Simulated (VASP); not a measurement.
Write the native input for VASP 6.6.1 that does the following.

| Item | Value |
| --- | --- |
| Task | single point |
| Functional | PBE |
| Potentials or basis | VASP PAW PBE potentials, release 64 (Si, C) |
| Cutoff | 520 eV |
| k mesh | 5 × 5 × 3 |
| Occupations | gaussian, width 0.01 eV |
| Spin | no spin polarisation |
| Dipole correction | no |
| Further INCAR settings | ALGO = Normal; EDIFF = 1e-07; NBANDS = 16 |

The structure of SiC (Moissanite) lies in POSCAR:

```
SiC
1.0
    3.0760000000      0.0000000000      0.0000000000
   -1.5380000000      2.6638940000      0.0000000000
    0.0000000000      0.0000000000      5.0480000000
Si C
2 2
Direct
    0.3333333333      0.6666666667      0.0000000000
    0.6666666667      0.3333333333      0.5000000000
    0.3333333333      0.6666666667      0.3850000000
    0.6666666667      0.3333333333      0.8850000000
```

These files were run (other wordings do the same):

INCAR

```
  PREC = Accurate
  ENCUT = 520
  EDIFF = 1E-7
  ISMEAR = 0
  SIGMA = 0.01
  LREAL = F
  LASPH = T
  NELM = 100
  ALGO = Normal
  ISIF = 2
  LWAVE = F
  LCHARG = F
  GGA = PE
  NBANDS = 16
```

KPOINTS

```
Automatic mesh
0
Gamma
  5 5 3
```

Potentials or basis: VASP PAW PBE potentials, release 64 (Si, C).

The run is started by

```bash
$ cat potpaw_PBE.64/Si/POTCAR potpaw_PBE.64/C/POTCAR > POTCAR
$ mpirun -np 1 vasp_std > vasp.out
```

It gave:

```json
{
 "Pressure": "3.7 GPa",
 "Largest force": "0.739 eV/Å",
 "Band gap on the k mesh": "2.80 eV, indirect (least direct gap 4.18 eV)"
}
```

Caveat: the k points lie up to 0.47 Å⁻¹ apart.

Wall time 8.9 s on 1 thread of Intel Xeon 8259CL (shared host), peak memory 0.15 GiB.
